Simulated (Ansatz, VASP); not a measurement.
# Two plane-wave programs on Al

```xyz
1
Lattice="-1.6059 1.6059 1.6059 1.6059 -1.6059 1.6059 1.6059 1.6059 -1.6059" Properties=species:S:1:pos:R:3 pbc="T T T"
Al    0.0000    0.0000    0.0000
```

Alike in both runs: functional PBEsol; k mesh 15 × 15 × 15; no spin polarisation.

Ansatz relaxed the structure, and its values are those at the end. VASP's run is a single point on that final structure, the one shown.

```csv
,VASP,Ansatz
version,VASP 6.6.1,Ansatz 0.2.0
potentials or method,"VASP PAW PBE potentials, release 64 (Al)","plane waves, PAW"
plane-wave cutoff (eV),520,420
occupations,"gaussian, width 0.1 eV",gaussian
valence electrons in the cell,3,3
```

Ansatz gave:

* pressure (GPa): 0.0

Problem. Estimate VASP's values.

Solution. Pressure (GPa): 0.1.

VASP's potentials were made for PBE, not for PBEsol.
